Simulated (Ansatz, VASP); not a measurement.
## Two plane-wave programs on SiNi

```
Si Ni
1.0
     3.05508    0.00000    0.00000
     0.00000    3.25834    0.00000
     0.00000    0.00000    4.70943
Si Ni
2 2
Direct
  0.50000 0.50000 0.84318
  0.00000 0.00000 0.15682
  0.50000 0.50000 0.34231
  0.00000 0.00000 0.65769
```

Alike in both runs: functional PBE; k mesh 14 × 12 × 10; occupations gaussian, width 0.1 eV; no spin polarisation.

Ansatz relaxed the structure, and its values are those at the end. VASP's run is a single point on that final structure, the one shown.

|  | VASP | Ansatz |
| --- | --- | --- |
| version | VASP 6.6.1 | Ansatz 0.2.0 |
| potentials or method | VASP PAW PBE potentials, release 64 (Si, Ni), cutoff 520 eV | scalar-relativistic, plane waves, PAW |
| valence electrons in the cell | 28 | 44 |

|  | VASP | Ansatz | Ansatz less VASP |
| --- | --- | --- | --- |
| gap on the k mesh at the Fermi level (eV) | none | none | - |
| pressure (GPa) | 0.1 | 0.0 | -0.07 |
| rms of the force components (eV/Å) | 0.004 | 0.001 | -0.0028 |

A gap of «none» marks a metal or a gap that the smearing closes. VASP's potentials hold 28 valence electrons a cell and Ansatz's 44, so a difference there can come from the potentials and not from the codes.
